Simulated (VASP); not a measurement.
A run of VASP 6.6.1 is set up as follows.

INCAR

```
SYSTEM = In2Ni3S2
ALGO = Normal
EDIFF = 1E-6
ENCUT = 520
ISIF = 2
ISMEAR = 0
LASPH = .True.
LCHARG = .False.
LREAL = .False.
LWAVE = .False.
NBANDS = 43
NELM = 80
PREC = Accurate
SIGMA = 0.1
```

Contents of KPOINTS:

```
k-points
0
Gamma
  9 9 9
  0 0 0
```

Contents of POSCAR:

```
In2Ni3S2
1.0
    2.6313542861      1.5192131054      4.4117294745
   -2.6313542861      1.5192131054      4.4117294745
    0.0000000000     -3.0384262109      4.4117294745
In Ni S
2 3 2
Direct
    0.5000000000      0.5000000000      0.5000000000
    0.0000000000      0.0000000000      0.0000000000
    0.5000000000      0.0000000000      0.0000000000
    0.0000000000      0.5000000000      0.0000000000
    0.0000000000      0.0000000000      0.5000000000
    0.7208985192      0.7208985192      0.7208985192
    0.2791014808      0.2791014808      0.2791014808
```

Potentials or basis: VASP PAW LDA potentials, release 64 (In_d, Ni, S).

Launch:

```bash
$ cat potpaw_LDA.64/In_d/POTCAR potpaw_LDA.64/Ni/POTCAR potpaw_LDA.64/S/POTCAR > POTCAR
$ mpirun -np 1 vasp_std > vasp.out
```

Task: Predict the largest force.

Result: 0.006 eV/Å.

Task: Predict the band gap on the k mesh.

Result: Zero (bands 34 and 35 overlap by 0.43 eV).

Forces in eV/Å, atoms in the order of the input:
```
In   0.000  0.000  0.000
In   0.000  0.000  0.000
Ni   0.000  0.000  0.000
Ni   0.000  0.000  0.000
Ni   0.000  0.000  0.000
S    0.000  0.000 -0.006
S    0.000  0.000  0.006
```

Caveat: spin-orbit coupling is left out, which moves the levels of the heavy elements; the run has no spin polarisation, though such a crystal can be magnetic. Spin polarisation is off, so any magnetic state and its effect on volume and gap are missing.
